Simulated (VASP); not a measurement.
# AlNi3 (Fm-3m) in VASP: notebook, part 2 of 2

VASP 6.6.1.

**3. Single point, LDA, collinear spin, ferromagnetic start (11.87 Å³/atom)**

Contents of INCAR:

```
PREC = Accurate
ENCUT = 520
EDIFF = 1E-6
ISMEAR = 0
SIGMA = 0.15
LREAL = F
LASPH = T
NELM = 150
ALGO = Normal
ISIF = 2
LWAVE = F
LCHARG = F
ISPIN = 2
MAGMOM = 0 0.875 0.875 0.875
LORBIT = 11
NUPDOWN = 2.625
LMAXMIX = 4
NBANDS = 28
```

Contents of KPOINTS:

```
regular mesh
0
Gamma
  14 14 14
```

Contents of POSCAR:

```
AlNi3
1.0
    0.0000000000      2.8742871579      2.8742871579
    2.8742871579      0.0000000000      2.8742871579
    2.8742871579      2.8742871579      0.0000000000
Al Ni
1 3
Direct
    0.5000000000      0.5000000000      0.5000000000
    0.2500000000      0.2500000000      0.2500000000
    0.0000000000      0.0000000000      0.0000000000
    0.7500000000      0.7500000000      0.7500000000
```

Potentials or basis: VASP PAW LDA potentials, release 64 (Al, Ni).

Command:

```bash
> cat potpaw_LDA.64/Al/POTCAR potpaw_LDA.64/Ni/POTCAR > POTCAR
> mpirun -np 1 vasp_std > vasp.out
```

OUTCAR:

```text
PREC = Accurate
   ENCUT = 520
   EDIFF = 1E-6
   ISMEAR = 0
   LREAL = F
   LASPH = T
   NELM = 150
   ISIF = 2
   ISPIN = 2
   LORBIT = 11
   NUPDOWN = 2.625

 ion  position               nearest neighbor table
   1  0.500  0.500  0.500-   2 2.49   4 2.49   2 2.49   2 2.49   2 2.49   4 2.49   4 2.49   4 2.49
                             3 2.87   3 2.87   3 2.87   3 2.87   3 2.87   3 2.87
   2  0.250  0.250  0.250-   1 2.49   3 2.49   3 2.49   3 2.49   3 2.49   1 2.49   1 2.49   1 2.49
                             4 2.87   4 2.87   4 2.87   4 2.87   4 2.87   4 2.87
   3  0.000  0.000  0.000-   2 2.49   4 2.49   4 2.49   4 2.49   4 2.49   2 2.49   2 2.49   2 2.49
[... 1724 lines left out ...]
     2.874287158  0.000000000  2.874287158     0.173956175 -0.173956175  0.173956175
     2.874287158  2.874287158  0.000000000     0.173956175  0.173956175 -0.173956175

 POSITION                                       TOTAL-FORCE (eV/Angst)
 -----------------------------------------------------------------------------------
      2.87429      2.87429      2.87429        -0.000000      0.000000     -0.000000
      1.43714      1.43714      1.43714         0.000000      0.000000      0.000000
      0.00000      0.00000      0.00000        -0.000000      0.000000     -0.000000
      4.31143      4.31143      4.31143        -0.000000     -0.000000     -0.000000
 -----------------------------------------------------------------------------------
    total drift:                                0.000000     -0.000000      0.000000

  FREE ENERGIE OF THE ION-ELECTRON SYSTEM (eV)
  ---------------------------------------------------
  free  energy   TOTEN  =       -24.5544928027 eV

  energy  without entropy=      -24.4643425054  energy(sigma->0) =      -24.50941765

 total charge

# of ion       s       p       d       tot
------------------------------------------
    1        0.402   0.399   0.000   0.801
    2        0.475   0.491   8.357   9.323
    3        0.474   0.483   8.294   9.250
    4        0.475   0.491   8.357   9.323
--------------------------------------------------
tot          1.826   1.864  25.008  28.697

 magnetization (x)

# of ion       s       p       d       tot
------------------------------------------
    1        0.007   0.032   0.000   0.039
    2        0.024   0.043   0.695   0.761
    3        0.012   0.040   0.847   0.900
    4        0.024   0.043   0.695   0.761
--------------------------------------------------
tot          0.067   0.157   2.237   2.461
```

stdout:

```text
POSCAR found type information on POSCAR AlNi
 POSCAR found :  2 types and       4 ions
 scaLAPACK will be used
 LDA part: xc-table for (Slater(with rela. corr.)+CA(PZ))
 , standard interpolation
 POSCAR, INCAR and KPOINTS ok, starting setup
 FFT: planning ... GRIDC
 FFT: planning ... GRID_SOFT
 FFT: planning ... GRID
 WAVECAR not read
 entering main loop
```

Run time: 1.8 min. Hardware: 1 thread of Intel Xeon 6975P-C (Granite Rapids), shared host; peak memory 0.29 GiB.

What came out:

| Item | Value |
| --- | --- |
| Free energy | -24.5545 eV |
| Pressure | -14.4 GPa |
| Net moment | 2.62 μB per cell |
| Site moments | Al +0.04; Ni +0.76, +0.90 (each value once) μB |
| Valence electrons inside the program's atomic spheres | Al 0.80; Ni 9.32, 9.25 (each value once) |

Caveat: the cell stands under tension; the total moment is fixed, so each spin has its own Fermi level and the state may be an excited one.

**4. Single point, LDA, collinear spin, ferromagnetic start (9.33 Å³/atom)**

This run uses another cell than the first one, of 9.33 Å³/atom.

Contents of INCAR:

```
ALGO = Normal ; EDIFF = 1E-6
ENCUT = 520 ; ISIF = 2
ISMEAR = 0 ; ISPIN = 2
LASPH = True ; LCHARG = False
LMAXMIX = 4 ; LORBIT = 11
LREAL = False ; LWAVE = False
MAGMOM = 0 0.375 0.375 0.375 ; NBANDS = 28
NELM = 150 ; NUPDOWN = 1.125
PREC = Accurate ; SIGMA = 0.15
```

Contents of KPOINTS:

```
k-points
0
Gamma
  14 14 14
```

Contents of POSCAR:

```
AlNi3
1.0
    0.0000000000      2.6522942041      2.6522942041
    2.6522942041      0.0000000000      2.6522942041
    2.6522942041      2.6522942041      0.0000000000
Al Ni
1 3
Direct
    0.5000000000      0.5000000000      0.5000000000
    0.2500000000      0.2500000000      0.2500000000
    0.0000000000      0.0000000000      0.0000000000
    0.7500000000      0.7500000000      0.7500000000
```

Command:

```bash
> cat potpaw_LDA.64/Al/POTCAR potpaw_LDA.64/Ni/POTCAR > POTCAR
> mpirun -np 1 vasp_std > vasp.out
```

Run time: 6.3 min. Hardware: 1 thread of Intel Xeon 8259CL, shared host; peak memory 0.26 GiB.

It converged, with:

```yaml
Free_energy: -24.8916 eV
Pressure: 39.3 GPa
Net_moment: 1.12 μB per cell
Site_moments: Al +0.01; Ni +0.32, +0.43 (each value once) μB
Valence_electrons_inside_the_program's_atomic_spheres: Al 0.94; Ni 9.83, 9.77 (each value once)
```

Caveat: the cell stands under pressure; the total moment is fixed, so each spin has its own Fermi level and the state may be an excited one.

**5. Single point, LDA, collinear spin, ferromagnetic start (9.96 Å³/atom)**

This run uses another cell than the first one, of 9.96 Å³/atom.

Contents of INCAR:

```
ALGO = Normal ; EDIFF = 1E-6
ENCUT = 520 ; ISIF = 2
ISMEAR = 0 ; ISPIN = 2
LASPH = True ; LCHARG = False
LMAXMIX = 4 ; LORBIT = 11
LREAL = False ; LWAVE = False
MAGMOM = 0 0.5 0.5 0.5 ; NBANDS = 28
NELM = 150 ; NUPDOWN = 1.5
PREC = Accurate ; SIGMA = 0.15
```

KPOINTS is that of step 4.

Contents of POSCAR:

```
AlNi3
1.0
    0.0000000000      2.7112470942      2.7112470942
    2.7112470942      0.0000000000      2.7112470942
    2.7112470942      2.7112470942      0.0000000000
Al Ni
1 3
Direct
    0.5000000000      0.5000000000      0.5000000000
    0.2500000000      0.2500000000      0.2500000000
    0.0000000000      0.0000000000      0.0000000000
    0.7500000000      0.7500000000      0.7500000000
```

Command:

```bash
> cat potpaw_LDA.64/Al/POTCAR potpaw_LDA.64/Ni/POTCAR > POTCAR
> mpirun -np 1 vasp_std > vasp.out
```

Wall time 8.1 min (1 thread of Intel Xeon 8259CL, shared host); peak memory 0.28 GiB.

It converged, with:

```yaml
Free_energy: -25.1963 eV
Pressure: 18.2 GPa
Net_moment: 1.50 μB per cell
Site_moments: Al +0.02; Ni +0.43, +0.56 (each value once) μB
Valence_electrons_inside_the_program's_atomic_spheres: Al 0.90; Ni 9.67, 9.60 (each value once)
```

Caveat: the cell stands under pressure; the total moment is fixed, so each spin has its own Fermi level and the state may be an excited one.

**6. Single point, LDA, collinear spin, ferromagnetic start (9.96 Å³/atom)**

This run uses another cell than the first one, of 9.96 Å³/atom.

Contents of INCAR:

```
ALGO = Fast
EDIFF = 1E-6
ENCUT = 520
ISIF = 2
ISMEAR = 0
ISPIN = 2
LASPH = True
LCHARG = False
LMAXMIX = 4
LORBIT = 11
LREAL = False
LWAVE = False
MAGMOM = 0 0.75 0.75 0.75
NBANDS = 28
NELM = 150
NUPDOWN = 2.25
PREC = Accurate
SIGMA = 0.15
```

KPOINTS is that of step 5.

POSCAR is that of step 5.

Potentials or basis: VASP PAW LDA potentials, release 64 (Al, Ni).

Command:

```bash
> cat potpaw_LDA.64/Al/POTCAR potpaw_LDA.64/Ni/POTCAR > POTCAR
> mpirun -np 1 vasp_std > vasp.out
```

Run time: 10 min. Hardware: 1 thread of Intel Xeon 8259CL, shared host; peak memory 0.28 GiB.

Results (log left out):

- Free energy: -24.7832 eV
- Pressure: 21.1 GPa
- Net moment: 2.25 μB per cell
- Site moments: Al +0.04; Ni +0.66, +0.79 (each value once) μB
- Valence electrons inside the program's atomic spheres: Al 0.90; Ni 9.66, 9.59 (each value once)

Caveat: the cell stands under pressure; the total moment is fixed, so each spin has its own Fermi level and the state may be an excited one.

**7. The runs side by side**

```csv
spin,fixed moment (μB),cell,pressure (GPa),moment (μB)
collinear,0.375,"a = 4.065 Å, angles 60.0°, 4 atoms",-18.7,0.37
"collinear, ferromagnetic start",2.625,"a = 4.065 Å, angles 60.0°, 4 atoms",-14.4,2.62
"collinear, ferromagnetic start",1.125,"a = 3.751 Å, angles 60.0°, 4 atoms",39.3,1.12
"collinear, ferromagnetic start",1.5,"a = 3.834 Å, angles 60.0°, 4 atoms",18.2,1.50
"collinear, ferromagnetic start",2.25,"a = 3.834 Å, angles 60.0°, 4 atoms",21.1,2.25
```

Alike in all rows: task single point; level LDA; potentials or basis VASP PAW LDA potentials, release 64 (Al, Ni); k mesh 14 × 14 × 14; cutoff (eV) 520; smearing gaussian 0.15 eV.

Caveats: the total moment is fixed, so each spin has its own Fermi level and the state may be an excited one; the cell stands under pressure (at least some runs); the cell stands under tension (at least some runs).

Total energies depend on the potentials used, so only differences within one code and one set of settings carry meaning.
